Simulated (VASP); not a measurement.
# La3AlBi (Pm-3m) in VASP: a series of runs, part 2 of 2

VASP 6.6.1. Earlier steps stand in the parts before.

**4. Relaxation of cell and atoms, LDA**

This run uses another cell than the first one, of 43.85 Å³/atom.

INCAR reads:

```
PREC = Accurate
ENCUT = 600
EDIFF = 1E-6
ISMEAR = 0
SIGMA = 0.05
LREAL = False
LASPH = True
NELM = 100
ALGO = Normal
ISIF = 3
LWAVE = False
LCHARG = False
GGA = CA
IBRION = 2
NSW = 80
EDIFFG = -0.01
```

KPOINTS reads:

```
regular mesh
0
Gamma
  5 5 5
```

POSCAR reads:

```
La3AlBi
1.0
    6.0300000000      0.0000000000      0.0000000000
    0.0000000000      6.0300000000      0.0000000000
    0.0000000000      0.0000000000      6.0300000000
Al Bi La
1 1 3
Direct
    0.0000000000      0.0000000000      0.0000000000
    0.5000000000      0.5000000000      0.5000000000
    0.5000000000      0.5000000000      0.0000000000
    0.0000000000      0.5000000000      0.5000000000
    0.5000000000      0.0000000000      0.5000000000
```

Potentials or basis: VASP PAW LDA potentials, release 64 (Al, Bi_d, La).

Started as:

```bash
> cat potpaw_LDA.64/Al/POTCAR potpaw_LDA.64/Bi_d/POTCAR potpaw_LDA.64/La/POTCAR > POTCAR
> mpirun -np 1 vasp_std > vasp.out
```

OUTCAR:

```text
PREC = Accurate
   ENCUT = 600
   EDIFF = 1E-6
   ISMEAR = 0
   LREAL = False
   LASPH = True
   NELM = 100
   ISIF = 3
   GGA = CA
   IBRION = 2
   NSW = 80
   EDIFFG = -0.01

 ion  position               nearest neighbor table
   1  0.000  0.000  0.000-
   2  0.500  0.500  0.500-   3 3.02   4 3.02   5 3.02   3 3.02   5 3.02   4 3.02
   3  0.500  0.500  0.000-   2 3.02   2 3.02
   4  0.000  0.500  0.500-   2 3.02   2 3.02
   5  0.500  0.000  0.500-   2 3.02   2 3.02

  LATTYP: Found a simple cubic cell.
 ALAT       =     6.0300000000

  Lattice vectors:

 A1 = (   6.0300000000,   0.0000000000,   0.0000000000)
 A2 = (   0.0000000000,   6.0300000000,   0.0000000000)
 A3 = (   0.0000000000,   0.0000000000,   6.0300000000)

Analysis of symmetry for initial positions (statically):
=====================================================================
 Subroutine PRICEL returns:
 Original cell was already a primitive cell.

 Routine SETGRP: Setting up the symmetry group for a
 simple cubic supercell.
[... 141 lines left out ...]
 conjugate gradient relaxation of ions
 non-spin polarized calculation
 Gauss-broadening in eV      SIGMA  =   0.05
  energy-cutoff  :      600.00
  volume of cell :      219.26
 maximum number of plane-waves:      7343
   NGX = 25   NGY = 25   NGZ = 25

--------------------------------------- Ionic step        1  -------------------------------------------

 number of electron      51.0000006 magnetization

 Free energy of the ion-electron system (eV)
  ---------------------------------------------------
  ext. energy  EPLUGINS =         0.00000000
  ---------------------------------------------------
  free energy    TOTEN  =       -23.90422778 eV

  energy without entropy =      -23.89444386  energy(sigma->0) =      -23.89933582

------------------------ aborting loop because EDIFF is reached ----------------------------------------

  FORCE on cell =-STRESS in cart. coord.  units (eV):
  Direction    XX          YY          ZZ          XY          YZ          ZX
  --------------------------------------------------------------------------------------
  -------------------------------------------------------------------------------------
  Total       -2.2305208     -2.2305208     -2.2305208      0.0000000     -0.0000000      0.0000000
  in kB      -16.2991491    -16.2991491    -16.2991491      0.0000000     -0.0000000      0.0000000
  external PRESSURE =     -16.2991491 kB  Pullay stress =       0.0000000 kB
[... 65 lines left out ...]
--------------------------------------- Ionic step        3  -------------------------------------------

 number of electron      50.9999996 magnetization

 Free energy of the ion-electron system (eV)
  ---------------------------------------------------
  ext. energy  EPLUGINS =         0.00000000
  ---------------------------------------------------
  free energy    TOTEN  =       -23.95493993 eV

  energy without entropy =      -23.94474045  energy(sigma->0) =      -23.94984019

 E-fermi :   4.9797     XC(G=0):  -8.7081

 val. band max:        4.9770290200   @ k =   0.2000   0.2000   0.2000
 cond. band min:       5.0011221747   @ k =   0.2000   0.2000   0.0000
 fundamental gap:      0.0240931547
 Fermi energy:         4.9796527200

 k-point     1 :       0.0000    0.0000    0.0000
  band No.  band energies     occupation
      1     -28.1801      2.00000
      2     -28.1275      2.00000
      3     -28.1275      2.00000
      4     -17.5803      2.00000
      5     -17.5803      2.00000
      6     -17.4705      2.00000
[... 351 lines left out ...]
  FREE ENERGIE OF THE ION-ELECTRON SYSTEM (eV)
  ---------------------------------------------------
  free  energy   TOTEN  =       -23.9549399349 eV

  energy  without entropy=      -23.9447404456  energy(sigma->0) =      -23.94984019

 reached required accuracy - stopping structural energy minimisation
```

Wall time 5.4 min (1 thread of Oxide Virtual Turin-like, shared host); peak memory 0.3 GiB.

Results:

```
Free energy                           : -23.9549 eV
Relaxed volume                        : 41.94 Å³/atom
Relaxed cell                          : a = 5.941 Å, b = 5.941 Å, c = 5.941 Å, α = 90.00°, β = 90.00°, γ = 90.00°
Space group after relaxing (to 0.1 Å) : Pm-3m (No. 221)
Energy gained by relaxing             : 10.1 meV/atom
Ionic steps                           : 3
Pressure after relaxing               : 0.0 GPa
Band gap on the k mesh                : zero (an odd number of electrons rules out a gap without spin polarisation)
```

The path:
| step | energy change (eV) | largest force (eV/Å) | pressure (GPa) | volume (Å³) |
| --- | --- | --- | --- | --- |
| 1 | 0.0000 | 0.0000 | -1.63 | 219.26 |
| 2 | -0.0394 | 0.0000 | 0.86 | 205.40 |
| 3 | -0.0507 | 0.0000 | 0.00 | 209.68 |

Final structure:
```
Al Bi La
1.0
     5.94086    0.00000    0.00000
     0.00000    5.94086    0.00000
     0.00000    0.00000    5.94086
Al Bi La
1 1 3
Direct
  0.00000 0.00000 0.00000
  0.50000 0.50000 0.50000
  0.50000 0.50000 0.00000
  0.00000 0.50000 0.50000
  0.50000 0.00000 0.50000
```

Caveat: spin-orbit coupling is left out, which moves the levels of the heavy elements.

**5. Summary**

```tsv
task	cell	cutoff (eV)	gap on the mesh (eV)	pressure (GPa)
single point	a = 5.939 Å, 5 atoms	520	none	0.0
single point	a = 5.968 Å, 5 atoms	520	none	-0.5
relaxation of cell and atoms	relaxed from a = 6.030 Å, 5 atoms	600	none	0.0
```

Alike in all rows: level LDA; potentials or basis VASP PAW LDA potentials, release 64 (Al, Bi_d, La); no spin polarisation; k mesh 5 × 5 × 5; smearing gaussian 0.05 eV.

Caveats: spin-orbit coupling is left out, which moves the levels of the heavy elements.

Absolute energies hang on the potentials; compare differences alone.

The gap in the log of VASP goes by the Fermi energy; the results here count the filled bands.